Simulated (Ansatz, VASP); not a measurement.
CoO in VASP and in Ansatz

```xyz
2
Lattice="0.0000 2.2557 2.2557 2.2557 0.0000 2.2557 2.2557 2.2557 0.0000" Properties=species:S:1:pos:R:3 pbc="T T T"
Co    0.0000    0.0000    0.0000
O     1.1278    1.1278    1.1278
```

Alike in both runs: task single point; functional PBE; k mesh 14 × 14 × 14; occupations gaussian, width 0.02 eV; collinear spin; Hubbard terms Co d U = 3.32 eV.

|  | VASP | Ansatz |
| --- | --- | --- |
| version | VASP 6.6.1 | Ansatz 0.2.0 |
| potentials or method | VASP PAW PBE potentials, release 64 (Co, O), cutoff 520 eV | scalar-relativistic, plane waves, PAW |
| valence electrons in the cell | 15 | 23 |

```csv
,VASP,Ansatz,Ansatz less VASP
gap on the k mesh at the Fermi level (eV),0.54,0.38,-0.165
least direct gap on the mesh (eV),0.54,0.38,-0.165
pressure (GPa),10.5,13.0,+2.46
net moment per atom (μB),1.50,1.50,0.000
size of the moment on the site where the two differ most (μB),2.69,2.44,-0.256
```

Site moments also hang on the region over which each program counts them. The programs project onto different local orbitals, so the same U acts differently, and such runs can settle in different states. VASP's potentials hold 15 valence electrons a cell and Ansatz's 23, so a difference there can come from the potentials and not from the codes.
